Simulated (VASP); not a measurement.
Input of a VASP 6.6.1 run:

INCAR

```
ALGO = Fast
EDIFF = 1E-7
ENCUT = 520
GGA = PE
ISIF = 2
ISMEAR = 0
LASPH = T
LCHARG = F
LREAL = F
LWAVE = F
NBANDS = 20
NELM = 100
PREC = Accurate
SIGMA = 0.1
```

File KPOINTS:

```
k-points
0
Gamma
  14 14 12
```

POSCAR

```
CaHfO
1.0
    3.5675180290      0.0000000000      0.0000000000
    0.0000000000      3.5675180290      0.0000000000
    0.0000000000      0.0000000000      4.2555673803
Ca Hf O
1 1 1
Direct
    0.0000000000      0.0000000000      0.0000000000
    0.5000000000      0.5000000000      0.5000000000
    0.5000000000      0.5000000000      0.0000000000
```

Potentials or basis: VASP PAW PBE potentials, release 64 (Ca_sv, Hf_pv, O).

The run is started by

```sh
$ cat potpaw_PBE.64/Ca_sv/POTCAR potpaw_PBE.64/Hf_pv/POTCAR potpaw_PBE.64/O/POTCAR > POTCAR
$ mpirun -np 1 vasp_std > vasp.out
```

Q: Predict the pressure.

A: -0.4 GPa.

Q: Estimate the band gap on the k mesh.

A: Zero (bands 13 and 14 overlap by 1.26 eV).

Stress tensor (GPa, compression positive):
```
 0.06  0.00  0.00
 0.00  0.06  0.00
 0.00  0.00 -1.43
```

Caveat: spin-orbit coupling is left out, which moves the levels of the heavy elements.
